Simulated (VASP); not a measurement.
# HPt3 in VASP: single point with PBE

Aim: the single point of HPt3 with PBE.

Everything below comes from runs of VASP 6.6.1. Logs are shortened: lines on timing, memory, paths and dates and some standing lists are left out, and cuts for length are marked.

## (1) The cell of the first run

The cell holds a slab with vacuum, 4 atoms: a = 2.807 Å, b = 2.807 Å, c = 19.351 Å, α = 90.00°, β = 90.00°, γ = 90.00°.

## (2) Single point, PBE

INCAR reads:

```
PREC = Accurate
ENCUT = 520
EDIFF = 1E-6
ISMEAR = 0
SIGMA = 0.1
LREAL = F
LASPH = T
NELM = 80
ALGO = Normal
ISIF = 2
LWAVE = F
LCHARG = F
LDIPOL = T
IDIPOL = 3
DIPOL = 0.5 0.5 0.347
GGA = PE
NBANDS = 24
```

KPOINTS reads:

```
Automatic mesh
0
Gamma
  9 9 1
```

POSCAR reads:

```
HPt3
1.0
    2.8071640668      0.0000000000      0.0000000000
    0.0000000000      2.8071640668      0.0000000000
    0.0000000000      0.0000000000     19.3513900635
Pt H
3 1
Direct
    0.5000000000      0.5000000000      0.2067034971
    0.0000000000      0.0000000000      0.3062505493
    0.5000000000      0.5000000000      0.4057274458
    0.6666666667      0.8333333333      0.4683878861
```

Potentials or basis: VASP PAW PBE potentials, release 64 (Pt, H).

The run is started by

```bash
cat potpaw_PBE.64/Pt/POTCAR potpaw_PBE.64/H/POTCAR > POTCAR
mpirun -np 1 vasp_std > vasp.out
```

OUTCAR:

```text
PREC = Accurate
   ENCUT = 520
   EDIFF = 1E-6
   ISMEAR = 0
   LREAL = F
   LASPH = T
   NELM = 80
   ISIF = 2
   GGA = PE

 ion  position               nearest neighbor table
   1  0.500  0.500  0.207-   2 2.77   2 2.77   2 2.77   2 2.77
   2  0.000  0.000  0.306-   3 2.77   3 2.77   3 2.77   3 2.77   1 2.77   1 2.77   1 2.77   1 2.77

   3  0.500  0.500  0.406-   4 1.60   2 2.77   2 2.77   2 2.77   2 2.77
   4  0.667  0.833  0.468-   3 1.60

  LATTYP: Found a simple tetragonal cell.
 ALAT       =     2.8071640668
 C/A-ratio  =     6.8935728739

  Lattice vectors:

 A1 = (   2.8071640668,   0.0000000000,   0.0000000000)
 A2 = (   0.0000000000,   2.8071640668,   0.0000000000)
 A3 = (   0.0000000000,   0.0000000000,  19.3513900635)

Analysis of symmetry for initial positions (statically):
=====================================================================
 Subroutine PRICEL returns:
 Original cell was already a primitive cell.

 Routine SETGRP: Setting up the symmetry group for a
 simple tetragonal supercell.

 Subroutine GETGRP returns: Found  1 space group operations
 (whereof  1 operations were pure point group operations)
 out of a pool of 16 trial point group operations.

The static configuration has the point symmetry C_1 .

Analysis of symmetry for dynamics (positions and initial velocities):
=====================================================================
 Subroutine PRICEL returns:
 Original cell was already a primitive cell.

 Routine SETGRP: Setting up the symmetry group for a
 simple tetragonal supercell.

 Subroutine GETGRP returns: Found  1 space group operations
 (whereof  1 operations were pure point group operations)
 out of a pool of 16 trial point group operations.

The dynamic configuration has the point symmetry C_1 .

 Subroutine INISYM returns: Found  1 space group operations
 (whereof  1 operations are pure point group operations),
 and found     1 'primitive' translations

----------------------------------------------------------------------------------------

                                     Primitive cell

  volume of cell :     152.4922

  direct lattice vectors                    reciprocal lattice vectors
     2.807164067  0.000000000  0.000000000     0.356231405  0.000000000  0.000000000
     0.000000000  2.807164067  0.000000000     0.000000000  0.356231405  0.000000000
     0.000000000  0.000000000 19.351390063     0.000000000  0.000000000  0.051675874

  length of vectors
     2.807164067  2.807164067 19.351390063     0.356231405  0.356231405  0.051675874

  position of ions in fractional coordinates (direct lattice)
     0.500000000  0.500000000  0.206703497
     0.000000000  0.000000000  0.306250549
     0.500000000  0.500000000  0.405727446
     0.666666667  0.833333333  0.468387886

  ion indices of the primitive-cell ions
   primitive index   ion index
                 1           1
                 2           2
                 3           3
                 4           4

----------------------------------------------------------------------------------------

 KPOINTS: Automatic mesh

Automatic generation of k-mesh.
 Grid dimensions read from file:
 generate k-points for:    9    9    1

 Generating k-lattice:

  Cartesian coordinates                     Fractional coordinates (reciprocal lattice)
     0.039581267  0.000000000  0.000000000     0.111111111  0.000000000  0.000000000
     0.000000000  0.039581267  0.000000000     0.000000000  0.111111111  0.000000000
     0.000000000  0.000000000  0.051675874     0.000000000  0.000000000  1.000000000

  Length of vectors
     0.039581267  0.039581267  0.051675874

  Shift w.r.t. Gamma in fractional coordinates (k-lattice)
     0.000000000  0.000000000  0.000000000

 Subroutine IBZKPT returns following result:
 ===========================================

 Found     41 irreducible k-points:

 Following reciprocal coordinates:
            Coordinates               Weight
  0.000000  0.000000  0.000000      1.000000
  0.111111  0.000000  0.000000      2.000000
  0.000000  0.111111  0.000000      2.000000
  0.222222  0.000000  0.000000      2.000000
  0.000000  0.222222  0.000000      2.000000
  0.333333  0.000000  0.000000      2.000000
[... 16 lines left out ...]
  0.111111  0.444444  0.000000      2.000000
  0.222222  0.222222  0.000000      2.000000
 [... further k-points ...]
   k-points           NKPTS =     41   k-points in BZ     NKDIM =     41   number of bands    NBANDS=     24
   number of dos      NEDOS =    301   number of ions     NIONS =      4
   total plane-waves  NPLWV =  82944
   dimension x,y,z NGX =    24 NGY =   24 NGZ =  144
   dimension x,y,z NGXF=    48 NGYF=   48 NGZF=  288
   ions per type =               3   1
   NGX,Y,Z   is equivalent  to a cutoff of  14.21, 14.21, 12.37 a.u.
   NGXF,Y,Z  is equivalent  to a cutoff of  28.43, 28.43, 24.74 a.u.
 SYSTEM =  unknown system
   PREC   = accura    normal or accurate (medium, high low for compatibility)
   ISTART =      0    job   : 0-new  1-cont  2-samecut
   ICHARG =      2    charge: 1-file 2-atom 10-const
   ISPIN  =      1    spin polarized calculation?
   LNONCOLLINEAR =      F non collinear calculations
   LSORBIT =      F    spin-orbit coupling
   LASPH  =      T    aspherical Exc in radial PAW
   ENCUT  =  520.0 eV  38.22 Ry    6.18 a.u.   5.22  5.22 35.98*2*pi/ulx,y,z
   NELM   =     80;   NELMIN=  2; NELMDL= -5     # of ELM steps
   EDIFF  = 0.1E-05   stopping-criterion for ELM
   LREAL  =      F    real-space projection
   EDIFFG = 0.1E-04   stopping-criterion for IOM
   NSW    =      0    number of steps for IOM
   IBRION =     -1    ionic relax: 0-MD 1-quasi-New 2-CG
   NFREE  =      0    steps in history (QN), initial steepest desc. (CG)
   ISIF   =      2    stress and relaxation
   ISYM   =      2    0-nonsym 1-usesym 2-fastsym
   POTIM  = 0.5000    time-step for ionic-motion
   TEBEG  =    0.0;   TEEND  =   0.0 temperature during run
   PSTRESS=    0.0 pullay stress
   NELECT =      31.0000    total number of electrons
   NUPDOWN=      -1.0000    fix difference up-down
   EMIN   =  10.00;   EMAX   =-10.00  energy-range for DOS
   EFERMI =   0.00;   METHOD = LEGACY
   ISMEAR =     0;   SIGMA  =   0.10  broadening in eV -4-tet -1-fermi 0-gaus
   EFERMI_NEDOS =   21; number of points for ismear=-14 and -15
   IALGO  =     38    algorithm
   IMIX   =      4    mixing-type and parameters
     AMIX     =   0.40;   BMIX     =  1.00
     AMIX_MAG =   1.60;   BMIX_MAG =  1.00
  volume/ion in A,a.u.               =      38.12       257.27
  Fermi-wavevector in a.u.,A,eV,Ry     =   0.962601  1.819051 12.607158  0.926600
  Thomas-Fermi vector in A             =   2.092074
   LORBIT       =      0    0 simple, 1 ext, 2 COOP (PROOUT), +10 PAW based schemes
   GGA     = PE    functional components
   LHFCALC =     F    Hartree Fock is set to
   AEXX    =    0.0000 exact exchange contribution
   IVDW    =     0    specifies the selected vdW correction
   LEPSILON=     F    determine dielectric tensor
   LRPA    =     F    only Hartree local field effects (RPA)
 non-spin polarized calculation
 Gauss-broadening in eV      SIGMA  =   0.10
  energy-cutoff  :      520.00
  volume of cell :      152.49
 maximum number of plane-waves:      4159
 NGX is ok and might be reduce to    24
   NGX = 11   NGY = 11   NGZ = 71

 dipolmoment           0.000000      0.000000      0.045274 electrons x Angstroem

 number of electron      30.9999998 magnetization

 dipolmoment           0.000000      0.000000     -0.014480 electrons x Angstroem

 Free energy of the ion-electron system (eV)
  ---------------------------------------------------
  ext. energy  EPLUGINS =         0.00000000
  ---------------------------------------------------
  free energy    TOTEN  =       -20.31539638 eV

  energy without entropy =      -20.28392463  energy(sigma->0) =      -20.29966051

 E-fermi :  -0.4748     XC(G=0):  -5.1885

 val. band max:       -0.4776767643   @ k =   0.3333   0.3333   0.0000
 cond. band min:      -0.4702881161   @ k =   0.2222   0.4444   0.0000
 fundamental gap:      0.0073886482
 Fermi energy:        -0.4748204948

 k-point     1 :       0.0000    0.0000    0.0000
  band No.  band energies     occupation
      1      -9.6336      2.00000
      2      -7.6455      2.00000
      3      -6.6727      2.00000
      4      -6.4535      2.00000
      5      -5.3886      2.00000
      6      -4.7973      2.00000
[... 16 lines left out ...]
     23       7.6333      0.00000
     24       8.5584      0.00000

 k-point     2 :       0.1111    0.0000    0.0000
  band No.  band energies     occupation
      1      -9.3528      2.00000
      2      -7.4766      2.00000
      3      -6.4733      2.00000
      4      -6.2239      2.00000
      5      -5.1520      2.00000
      6      -4.7913      2.00000
[... 16 lines left out ...]
     23       7.8641      0.00000
     24       8.5689      0.00000

 k-point     3 :       0.0000    0.1111    0.0000
  band No.  band energies     occupation
      1      -9.3304      2.00000
      2      -7.4047      2.00000
      3      -6.4788      2.00000
      4      -6.2534      2.00000
      5      -5.4202      2.00000
      6      -4.7891      2.00000
[... 16 lines left out ...]
     23       7.8703      0.00000
     24       8.4186      0.00000

 k-point     4 :       0.2222    0.0000    0.0000
  band No.  band energies     occupation
      1      -8.6174      2.00000
      2      -7.1923      2.00000
      3      -6.1667      2.00000
      4      -5.4996      2.00000
      5      -4.8039      2.00000
      6      -4.3596      2.00000
[... 16 lines left out ...]
     23       7.3636      0.00000
     24       8.4623      0.00000

 k-point     5 :       0.0000    0.2222    0.0000
  band No.  band energies     occupation
      1      -8.5211      2.00000
      2      -7.0100      2.00000
      3      -6.1635      2.00000
      4      -5.6807      2.00000
      5      -5.4802      2.00000
      6      -4.3744      2.00000
[... 16 lines left out ...]
     23       7.1780      0.00000
     24       8.5518      0.00000

 k-point     6 :       0.3333    0.0000    0.0000
  band No.  band energies     occupation
      1      -7.7789      2.00000
      2      -7.0561      2.00000
      3      -5.9883      2.00000
      4      -5.0320      2.00000
      5      -4.4319      2.00000
      6      -4.0197      2.00000
[... 16 lines left out ...]
     23       7.8716      0.00000
     24       7.9862      0.00000
[... 379 lines left out ...]
 k-point    21 :      -0.1111    0.4444    0.0000
  band No.  band energies     occupation
      1      -7.1429      2.00000
      2      -6.5463      2.00000
      3      -5.9070      2.00000
      4      -5.0646      2.00000
      5      -4.6586      2.00000
      6      -4.2421      2.00000
[... 16 lines left out ...]
     23       8.5570      0.00000
     24       9.1679      0.00000

 k-point    22 :      -0.4444    0.1111    0.0000
  band No.  band energies     occupation
      1      -7.1399      2.00000
      2      -6.6829      2.00000
      3      -5.7890      2.00000
      4      -4.7870      2.00000
      5      -4.6723      2.00000
      6      -4.2384      2.00000
[... 16 lines left out ...]
     23       8.5587      0.00000
     24       9.1803      0.00000

 k-point    23 :       0.1111    0.4444    0.0000
  band No.  band energies     occupation
      1      -7.1216      2.00000
      2      -6.5438      2.00000
      3      -5.9416      2.00000
      4      -5.0695      2.00000
      5      -4.6369      2.00000
      6      -4.2186      2.00000
[... 16 lines left out ...]
     23       8.5676      0.00000
     24       9.1851      0.00000

 k-point    24 :       0.2222    0.2222    0.0000
  band No.  band energies     occupation
      1      -7.5180      2.00000
      2      -6.3819      2.00000
      3      -5.4184      2.00000
      4      -5.2568      2.00000
      5      -5.1312      2.00000
      6      -5.0118      2.00000
[... 16 lines left out ...]
     23       8.1617      0.00000
     24       9.2319      0.00000

 [... further k-points ...]

------------------------ aborting loop because EDIFF is reached ----------------------------------------

 vacuum level on the upper side and lower side of the slab       (xc-potential included)        -0.316        -0.013

  FORCE on cell =-STRESS in cart. coord.  units (eV):
  Direction    XX          YY          ZZ          XY          YZ          ZX
  --------------------------------------------------------------------------------------
  -------------------------------------------------------------------------------------
  Total       -2.2839667     -2.5897658      1.2371197      0.2905572      0.4377115     -0.0602144
  in kB      -23.9967595    -27.2096724     12.9979408      3.0527726      4.5988665     -0.6326491
  external PRESSURE =     -12.7361637 kB  Pullay stress =       0.0000000 kB

 VOLUME and BASIS-vectors are now :
 -----------------------------------------------------------------------------
  energy-cutoff  :      520.00
  volume of cell :      152.49
      direct lattice vectors                 reciprocal lattice vectors
     2.807164067  0.000000000  0.000000000     0.356231405  0.000000000  0.000000000
     0.000000000  2.807164067  0.000000000     0.000000000  0.356231405  0.000000000
     0.000000000  0.000000000 19.351390063     0.000000000  0.000000000  0.051675874

 POSITION                                       TOTAL-FORCE (eV/Angst)
 -----------------------------------------------------------------------------------
      1.40358      1.40358      4.00000        -0.052636     -0.051801     -0.082892
      0.00000      0.00000      5.92637         0.070146      0.041544     -0.473090
      1.40358      1.40358      7.85139         0.088234     -0.252102      0.508444
      1.87144      2.33930      9.06396        -0.105744      0.262360      0.047538
 -----------------------------------------------------------------------------------
    total drift:                                0.000085      0.000040     -0.000133

  FREE ENERGIE OF THE ION-ELECTRON SYSTEM (eV)
  ---------------------------------------------------
  free  energy   TOTEN  =       -20.3153963836 eV

  energy  without entropy=      -20.2839246307  energy(sigma->0) =      -20.29966051

 vacuum level on the upper side and lower side of the slab         4.793         5.096
```

Run time: 4.7 min. Hardware: 1 thread of Intel Xeon 8259CL, shared host; peak memory 0.35 GiB.

What came out:

| Item | Value |
| --- | --- |
| Free energy | -20.3154 eV |
| Largest force | 0.574 eV/Å |
| Band gap on the k mesh | zero (an odd number of electrons rules out a gap without spin polarisation) |

Forces on the atoms (eV/Å):
```
Pt  -0.053 -0.052 -0.083
Pt   0.070  0.042 -0.473
Pt   0.088 -0.252  0.508
H   -0.106  0.262  0.048
```

Levels at points of the mesh, in eV from the Fermi level:
| k point | band 14 | band 15 | band 16 | band 17 | band 18 | band 19 |
| --- | --- | --- | --- | --- | --- | --- |
| (0.00, 0.00, 0.00) | -1.27 | -0.54 | 0.01 | 0.07 | 0.09 | 1.43 |

Caveat: spin-orbit coupling is left out, which moves the levels of the heavy elements.
